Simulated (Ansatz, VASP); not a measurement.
# Two plane-wave programs on SrCl2

```
CELL_PARAMETERS angstrom
0.00000 3.46494 3.46494
3.46494 0.00000 3.46494
3.46494 3.46494 0.00000
ATOMIC_POSITIONS crystal
Sr 0.00000 0.00000 0.00000
Cl 0.75000 0.75000 0.75000
Cl 0.25000 0.25000 0.25000
```

Alike in both runs: task single point; functional LDA; k mesh 6 × 6 × 6; occupations fermi-dirac, width 0.05 eV; no spin polarisation.

|  | VASP | Ansatz |
| --- | --- | --- |
| version | VASP 6.6.1 | Ansatz 0.2.0 |
| potentials or method | VASP PAW LDA potentials, release 64 (Sr_sv, Cl) | Ansatz PAW |
| plane-wave cutoff (eV) | 520 | 420 |
| valence electrons in the cell | 24 | 24 |

|  | VASP | Ansatz | Ansatz less VASP |
| --- | --- | --- | --- |
| gap on the k mesh at the Fermi level (eV) | 4.96 | 4.96 | -0.005 |
| least direct gap on the mesh (eV) | 5.14 | 5.14 | +0.006 |
| pressure (GPa) | -2.1 | -2.2 | -0.13 |

LDA's correlation is that of Perdew and Zunger in VASP and of Perdew and Wang (1992) in Ansatz.
